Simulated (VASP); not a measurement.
Runs of VASP 6.6.1 on BN (rocksalt type). The structure is that of space group Fm-3m (No. 225), or close to it. The cells are those of the table. 

```tsv
task	cell	cutoff (eV)	gap on the mesh (eV)	pressure (GPa)
single point	a = 2.282 Å, angles 60.0°, 2 atoms	520	3.21	(a)
single point	a = 2.280 Å, angles 60.0°, 2 atoms	600	3.23	152.2
relaxation of cell and atoms	relaxed to 150 GPa from a = 2.282 Å, angles 60.0°, 2 atoms	600	3.21	150.0
relaxation of cell and atoms	relaxed to 150 GPa from a = 2.280 Å, angles 60.0°, 2 atoms	600	3.21	150.0
```

Alike in all rows: level PBE; potentials or basis VASP PAW PBE potentials, release 64 (B, N); no spin polarisation; k mesh 17 × 17 × 17; smearing fermi-dirac 0.05 eV.

Question: Fill in the values left out.

Answer: (a) 150.4.

Caveats: the cell is relaxed towards a set pressure, so the enthalpy falls and the energy may rise (some runs).

A k mesh can miss the band edges.
